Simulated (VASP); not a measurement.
A run of VASP 6.6.1 is set up as follows.

Contents of INCAR:

```
SYSTEM = Ca2SiN2
PREC     = Accurate       ! precision mode
ENCUT    = 600            ! plane-wave cutoff, eV
EDIFF    = 1E-6           ! SCF threshold, eV
ISMEAR   = 0              ! smearing method
SIGMA    = 0.1            ! smearing width, eV
LREAL    = .False.        ! projectors in reciprocal space
LASPH    = .True.         ! aspherical terms in the spheres
NELM     = 120            ! most SCF steps
ALGO     = Normal         ! electronic algorithm
ISIF     = 2              ! what is computed and relaxed
LWAVE    = .False.        ! write WAVECAR
LCHARG   = .False.        ! write CHGCAR
GGA      = PE             ! functional
NBANDS   = 25             ! bands
GGA_COMPAT= .False.
```

The input KPOINTS:

```
Automatic mesh
0
Gamma
  12 12 8
  0 0 0
```

File POSCAR:

```
Ca2SiN2
1.0
    5.5671335463      0.0000000000      0.0000000000
   -2.7835667732      4.8212790773      0.0000000000
    0.0000000000      0.0000000000      5.1146769276
Ca Si N
2 1 2
Direct
    0.3333333333      0.6666666667      0.0000000000
    0.6666666667      0.3333333333      0.0000000000
    0.0000000000      0.0000000000      0.0000000000
    0.0000000000      0.0000000000      0.6147247152
    0.0000000000      0.0000000000      0.3852752848
```

Potentials or basis: VASP PAW PBE potentials, release 64 (Ca_sv, Si, N).

Run with:

```sh
$ cat potpaw_PBE.64/Ca_sv/POTCAR potpaw_PBE.64/Si/POTCAR potpaw_PBE.64/N/POTCAR > POTCAR
$ mpirun -np 1 vasp_std > vasp.out
```

(1) Predict the pressure.

(2) Predict the largest force.

(3) Predict the band gap on the k mesh.

Answers

(1) 0.2 GPa.

(2) 0.561 eV/Å.

(3) zero (bands 17 and 18 overlap by 0.86 eV).

Caveat: the standard files for N, O and F lose accuracy on very short bonds.
